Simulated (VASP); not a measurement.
Wanted: the native input for a VASP 6.6.1 run.

| Quantity | Value |
| --- | --- |
| Task | single point |
| Functional | LDA |
| Potentials or basis | VASP PAW LDA potentials, release 64 (Nb_sv, P) |
| Cutoff | 520 eV |
| k mesh | 11 × 11 × 11 |
| Occupations | fermi-dirac, width 0.05 eV |
| Spin | no spin polarisation |
| Dipole correction | no |
| Further INCAR settings | ALGO = Normal; EDIFF = 1e-06; NBANDS = 26 |

The structure of NbP lies in POSCAR:

```
NbP
1.0
   -1.7077732268      1.7077732268      5.8526878982
    1.7077732268     -1.7077732268      5.8526878982
    1.7077732268      1.7077732268     -5.8526878982
Nb P
2 2
Direct
    0.2498808000      0.7498808000      0.5000000000
    0.4998808000      0.4998808000      0.0000000000
    0.8327477700      0.3327477700      0.5000000000
    0.0827477700      0.0827477700      0.0000000000
```

This cell differs from its parent crystal: volume scaled by 1.06.

One way to write it, as run:

INCAR

```
SYSTEM = NbP
ALGO = Normal ; EDIFF = 1E-6
ENCUT = 520 ; GGA = CA
ISIF = 2 ; ISMEAR = -1
LASPH = .TRUE. ; LCHARG = .TRUE.
LELF = .TRUE. ; LREAL = .FALSE.
LVHAR = .TRUE. ; LWAVE = .FALSE.
NBANDS = 26 ; NELM = 60
PREC = Accurate ; SIGMA = 0.05
```

KPOINTS

```
k-points
0
G
  11 11 11
  0 0 0
```

Potentials or basis: VASP PAW LDA potentials, release 64 (Nb_sv, P).

Command:

```console
$ cat potpaw_LDA.64/Nb_sv/POTCAR potpaw_LDA.64/P/POTCAR > POTCAR
$ mpirun -np 1 vasp_std > vasp.out
```

It gave:

The pressure is -18.2 GPa and the band gap on the k mesh is zero (filled and empty bands overlap).

Wall time 5.3 min on 1 thread of AMD EPYC 9R45 96-Core Processor (Zen 5), on a shared host, peak memory 0.35 GiB.
